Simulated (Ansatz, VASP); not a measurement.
# C in VASP and in Ansatz

File INCAR:

```
PREC     = Accurate       # precision mode
ENCUT    = 520            # plane-wave cutoff, eV
EDIFF    = 1E-6           # SCF threshold, eV
ISMEAR   = -1             # smearing method
SIGMA    = 0.05           # smearing width, eV
LREAL    = False          # projectors in reciprocal space
LASPH    = True           # aspherical terms in the spheres
NELM     = 100            # most SCF steps
ALGO     = Normal         # electronic algorithm
ISIF     = 2              # what is computed and relaxed
LWAVE    = False          # write WAVECAR
LCHARG   = False          # write CHGCAR
GGA      = PE             # functional
NBANDS   = 16             # bands
```

File KPOINTS:

```
Automatic mesh
0
Gamma
  12 12 4
```

Contents of POSCAR:

```
C
1.0
    1.2361809750     -2.1411487327      0.0000000000
    1.2361809750      2.1411487327      0.0000000000
    0.0000000000      0.0000000000      7.2207742290
C
4
Direct
    0.9166205400      0.0833794600      0.7531376000
    0.4166205400      0.5833794600      0.2468624000
    0.0833794600      0.9166205400      0.2468624000
    0.5833794600      0.4166205400      0.7531376000
```

Contents of input.yaml:

```yaml
crystal:
  lattice:
    - [1.236180975, -2.1411487327, 0.0]
    - [1.236180975, 2.1411487327, 0.0]
    - [0.0, 0.0, 7.220774229]
  atoms:
    - { symbol: C, position: [0.91662054, 0.08337946, 0.7531376] }
    - { symbol: C, position: [0.41662054, 0.58337946, 0.2468624] }
    - { symbol: C, position: [0.08337946, 0.91662054, 0.2468624] }
    - { symbol: C, position: [0.58337946, 0.41662054, 0.7531376] }
hamiltonian:
  xc: pbe
  pseudopotentials: { kind: paw }
kpoints:
  mp_grid: { grid: [12, 12, 4] }
scf:
  occupations: { method: fermi_dirac, width: 0.05 }
output:
  forces: true
  stress: true
  eigenvalues: true
```

Alike in both runs: task single point; functional PBE; k mesh 12 × 12 × 4; occupations fermi-dirac, width 0.05 eV; no spin polarisation.

```csv
,VASP,Ansatz
version,VASP 6.6.1,Ansatz 0.2.0
potentials or method,"VASP PAW PBE potentials, release 64 (C)",Ansatz PAW
plane-wave cutoff (eV),520,420
valence electrons in the cell,16,16
```

VASP gave:

* gap on the k mesh at the Fermi level (eV): 0.02
* least direct gap on the mesh (eV): 0.02
* pressure (GPa): -1.0
* traceless stress, the component that is largest in VASP (GPa): 2.36
* rms of the force components (eV/Å): 0.014

**Question.** Estimate Ansatz's values.

**Answer.** gap on the k mesh at the Fermi level (eV): 0.02; least direct gap on the mesh (eV): 0.02; pressure (GPa): -1.4; traceless stress, the component that is largest in VASP (GPa): 2.86; rms of the force components (eV/Å): 0.014.

Atom by atom the forces differ by 0.000 eV/Å (rms over components). With one functional, cell and mesh, what is left measures potentials, basis and numerics.
